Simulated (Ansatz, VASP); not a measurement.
Mg5CdSe6 in VASP and in Ansatz

```xyz
12
Lattice="4.2685 0.0000 0.0000 0.0000 4.2685 0.0000 0.0000 0.0000 18.0359" Properties=species:S:1:pos:R:3 pbc="T T T"
Mg    0.0000    0.0000   11.9868
Mg    2.1342    2.1342   14.9565
Mg    2.1342    2.1342    3.0794
Mg    0.0000    0.0000    6.0491
Mg    2.1342    2.1342    9.0179
Cd    0.0000    0.0000    0.0000
Se    2.1342    0.0000   13.4716
Se    0.0000    2.1342   16.4288
Se    2.1342    0.0000    1.6071
Se    0.0000    2.1342    4.5643
Se    2.1342    0.0000    7.5336
Se    0.0000    2.1342   10.5023
```

Alike in both runs: functional PBE; k mesh 6 × 6 × 2; no spin polarisation.

Ansatz relaxed the structure, and its values are those at the end. VASP's run is a single point on that final structure, the one shown.

```csv
,VASP,Ansatz
version,VASP 6.6.1,Ansatz 0.2.0
potentials or method,"VASP PAW PBE potentials, release 64 (Mg, Cd, Se), cutoff 600 eV","scalar-relativistic, plane waves, PAW"
occupations,"gaussian, width 0.01 eV",fixed
valence electrons in the cell,58,166
```

VASP gave:

```
gap on the k mesh at the Fermi level (eV) : 1.99
least direct gap on the mesh (eV)         : 1.99
pressure (GPa)                            : 0.0
rms of the force components (eV/Å)        : 0.009
```

Q: Estimate Ansatz's values.

A: gap on the k mesh at the Fermi level (eV): 2.00; least direct gap on the mesh (eV): 2.00; pressure (GPa): 0.0; rms of the force components (eV/Å): 0.000.

VASP's potentials hold 58 valence electrons a cell and Ansatz's 166, so a difference there can come from the potentials and not from the codes.
